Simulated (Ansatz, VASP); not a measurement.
## PbS: VASP beside Ansatz

```xyz
2
Lattice="4.0897 0.0000 0.0000 -2.0448 3.5418 0.0000 0.0000 0.0000 3.7882" Properties=species:S:1:pos:R:3 pbc="T T T"
Pb    0.0000    0.0000    0.0000
S     2.0448    1.1806    1.8941
```

Alike in both runs: task relaxation of cell and atoms; functional RPBE; dispersion D4; k mesh 8 × 8 × 7; occupations fermi-dirac, width 0.05 eV; no spin polarisation.

|  | VASP | Ansatz |
| --- | --- | --- |
| version | VASP 6.6.1 | Ansatz 0.2.0 |
| potentials or method | VASP PAW PBE potentials, release 64 (Pb_d, S) | Ansatz PAW |
| plane-wave cutoff (eV) | 600 | 420 |
| valence electrons in the cell | 20 | 20 |

VASP gave:

| Property | Result |
| --- | --- |
| gap on the k mesh at the Fermi level, each at its own relaxed structure (eV) | 0.10 |
| relaxed volume (Å³/atom) | 26.35 |
| relaxed cell length with the largest relative difference (Å) | 3.781 |

**Question.** Which values does Ansatz return?

**Answer.** gap on the k mesh at the Fermi level, each at its own relaxed structure (eV): 0.09; relaxed volume (Å³/atom): 26.36; relaxed cell length with the largest relative difference (Å): 3.781.

VASP's potentials were made for PBE, not for RPBE.

Neither program's run includes spin-orbit coupling. Noted on Ansatz's run: odd divisions of the mesh miss points on the zone boundary, where band edges often lie, so the gap on the mesh can be too wide; the plane-wave basis is chosen anew once the cell has moved, so the energies of steps on either side of that aren't comparable.
